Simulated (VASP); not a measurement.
# SnS7: single point with PBE

SnS7:

```xyz
8
Lattice="0.0000 4.8179 4.8179 4.8179 0.0000 4.8179 4.8179 4.8179 0.0000" Properties=species:S:1:pos:R:3 pbc="T T T"
Sn    4.8179    4.8179    4.8179
S     7.4220    4.8179    4.8179
S     2.2138    4.8179    4.8179
S     4.8179    7.4220    4.8179
S     4.8179    2.2138    4.8179
S     4.8179    4.8179    7.4220
S     4.8179    4.8179    2.2138
S     0.0000    0.0000    0.0000
```

```json
{
 "Program": "VASP 6.6.1",
 "Task": "single point",
 "Functional": "PBE",
 "Potentials or basis": "VASP PAW PBE potentials, release 64 (Sn_d, S)",
 "Cutoff": "520 eV",
 "k mesh": "4 × 4 × 4",
 "Occupations": "gaussian, width 0.1 eV",
 "Spin": "no spin polarisation"
}
```

```yaml
Pressure: 0.2 GPa
Largest_force: 0.005 eV/Å
Band_gap_on_the_k_mesh: zero (band 28 reaches 2.48 eV, above the bottom of band 29 at 1.61 eV)
```

Forces on the atoms (eV/Å):
```
Sn   0.000  0.000  0.000
S    0.005  0.000  0.000
S   -0.005  0.000  0.000
S    0.000  0.005  0.000
S    0.000 -0.005  0.000
S    0.000  0.000  0.005
S    0.000  0.000 -0.005
S    0.000  0.000  0.000
```

Levels at points of the mesh, in eV from the Fermi level:
| k point | band 25 | band 26 | band 27 | band 28 | band 29 | band 30 |
| --- | --- | --- | --- | --- | --- | --- |
| (0.00, 0.00, 0.00) | -0.51 | -0.51 | -0.51 | 0.81 | 0.81 | 0.81 |
| (0.50, 0.00, 0.00) | -1.17 | -0.20 | -0.20 | -0.17 | 0.19 | 0.19 |
| (0.50, 0.50, 0.00) | -0.52 | -0.52 | -0.51 | -0.51 | 0.14 | 0.80 |

Wall time 2.4 min on 1 thread of AMD EPYC 7R43 64-Core Processor (Zen 3), with other jobs on the host, peak memory 0.35 GiB.

Caveat: spin-orbit coupling is left out, which moves the levels of the heavy elements.
